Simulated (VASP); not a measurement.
Crystal: Ti.

```
CELL_PARAMETERS angstrom
1.76930 1.02151 3.28095
-1.76930 1.02151 3.28095
0.00000 -2.04301 3.28095
ATOMIC_POSITIONS crystal
Ti 0.22754 0.22754 0.22754
Ti 0.77246 0.77246 0.77246
```

| Item | Value |
| --- | --- |
| Program | VASP 6.6.1 |
| Task | relaxation of cell and atoms |
| Functional | r2SCAN |
| Potentials or basis | VASP PAW PBE potentials, release 64 (Ti_sv) |
| Cutoff | 600 eV |
| k mesh | 6 × 6 × 6 |
| Occupations | gaussian, width 0.1 eV |
| Spin | no spin polarisation |

At the start: pressure 1.0 GPa; volume 17.79 Å³/atom.

Question: How do energy, volume and symmetry change on relaxing?

Answer: Over 30 steps the energy falls by 1213.1 meV/atom and the volume is 17.42 Å³/atom (-2.1 %); space group Fm-3m (No. 225, to 0.05 Å).

The path:
```tsv
step	energy change (eV)	largest force (eV/Å)	pressure (GPa)	volume (Å³)
1	0.0000	3.4536	0.98	35.58
2	-0.8050	1.2351	0.51	36.14
3	-0.8599	0.1628	-0.05	36.34
4	-0.8629	0.1146	0.03	36.30
5	-0.9641	0.3601	-0.45	36.32
6	-1.3437	1.7559	-0.79	35.94
7	-1.5907	4.1702	14.83	33.42
8	-1.5984	4.1494	14.87	33.45
9	-1.6179	4.0920	14.99	33.54
10	-1.6389	3.9763	15.33	33.70
11	-1.6168	3.7786	16.29	33.95
12	-1.6372	3.8929	15.74	33.82
13	-1.6680	3.8051	15.10	33.93
14	-1.7548	3.5507	12.94	34.25
15	-1.9048	3.0618	9.02	34.90
16	-2.1156	2.1358	2.13	36.21
17	-2.2306	0.6943	-8.15	38.94
18	-2.2356	0.8782	-6.76	38.47
19	-2.2672	0.8123	-6.18	38.06
20	-2.3437	0.6100	-4.05	36.85
21	-2.4048	0.2740	1.83	34.50
22	-2.4127	0.2174	1.18	34.64
23	-2.4238	0.0802	-0.55	35.05
24	-2.4241	0.0688	-0.74	35.11
25	-2.4241	0.0626	-0.87	35.13
26	-2.4255	0.0416	-0.22	34.92
27	-2.4257	0.0192	0.30	34.77
28	-2.4257	0.0226	0.25	34.80
29	-2.4261	0.0103	0.12	34.82
30	-2.4262	0.0015	0.03	34.85
```

Final structure:
```xyz
2
Lattice="1.4566 0.8410 4.7417 -1.4566 0.8410 4.7417 0.0000 -1.6819 4.7417" Properties=species:S:1:pos:R:3 pbc="T T T"
Ti    0.0000    0.0000    3.5558
Ti    0.0000    0.0000   10.6693
```

Caveat: the PAW data sets were made with another functional, which shifts forces and pressure a little.
